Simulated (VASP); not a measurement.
Crystal: Cs2KVTe6.

```
Cs K Te V
1.0
     0.00000    5.33368    5.33368
     5.33368    0.00000    5.33368
     5.33368    5.33368    0.00000
Cs K Te V
2 1 6 1
Direct
  0.25000 0.25000 0.25000
  0.75000 0.75000 0.75000
  0.50000 0.50000 0.50000
  0.78000 0.22000 0.22000
  0.22000 0.78000 0.22000
  0.22000 0.78000 0.78000
  0.78000 0.22000 0.78000
  0.22000 0.22000 0.78000
  0.78000 0.78000 0.22000
  0.00000 0.00000 0.00000
```

```yaml
Program: VASP 6.6.1
Task: relaxation of cell and atoms
Functional: r2SCAN
Potentials_or_basis: VASP PAW PBE potentials, release 64 (Cs_sv, K_sv, Te, V_sv)
Cutoff: 550 eV
k_mesh: 6 × 6 × 6
Occupations: fermi-dirac, width 0.0309 eV
Spin: no spin polarisation
```

At the start: pressure 16.7 GPa; volume 30.35 Å³/atom.

Problem. Where does the relaxation end?

Solution. Over 10 steps the energy falls by 468.1 meV/atom and the volume is 41.70 Å³/atom (+37.4 %); space group Fm-3m (No. 225, to 0.1 Å) before and after.

Step by step:
| step | energy change (eV) | largest force (eV/Å) | pressure (GPa) | volume (Å³) |
| --- | --- | --- | --- | --- |
| 1 | 0.0000 | 4.0884 | 16.72 | 303.47 |
| 2 | -2.7667 | 1.6695 | -3.59 | 464.94 |
| 3 | -4.4416 | 0.6311 | 0.48 | 384.87 |
| 4 | -4.4433 | 0.5860 | 0.64 | 383.12 |
| 5 | -4.5463 | 0.4624 | 0.31 | 391.90 |
| 6 | -4.6666 | 0.2092 | -0.24 | 413.56 |
| 7 | -4.6730 | 0.1561 | -0.32 | 418.98 |
| 8 | -4.6735 | 0.1411 | -0.35 | 420.58 |
| 9 | -4.6759 | 0.1226 | 0.29 | 414.06 |
| 10 | -4.6808 | 0.0012 | 0.00 | 416.97 |

Final structure:
```yaml
crystal:
  lattice:
    - [0.00000, 5.92957, 5.92957]
    - [5.92957, 0.00000, 5.92957]
    - [5.92957, 5.92957, 0.00000]
  atoms:
    - { symbol: Cs, position: [0.25000, 0.25000, 0.25000] }
    - { symbol: Cs, position: [0.75000, 0.75000, 0.75000] }
    - { symbol: K, position: [0.50000, 0.50000, 0.50000] }
    - { symbol: Te, position: [0.77850, 0.22150, 0.22150] }
    - { symbol: Te, position: [0.22150, 0.77850, 0.22150] }
    - { symbol: Te, position: [0.22150, 0.77850, 0.77850] }
    - { symbol: Te, position: [0.77850, 0.22150, 0.77850] }
    - { symbol: Te, position: [0.22150, 0.22150, 0.77850] }
    - { symbol: Te, position: [0.77850, 0.77850, 0.22150] }
    - { symbol: V, position: [0.00000, 0.00000, 0.00000] }
```

Caveat: the volume moved by over 15 % at a fixed basis, so the end points are rough; the PAW data sets were made with another functional, which shifts forces and pressure a little.
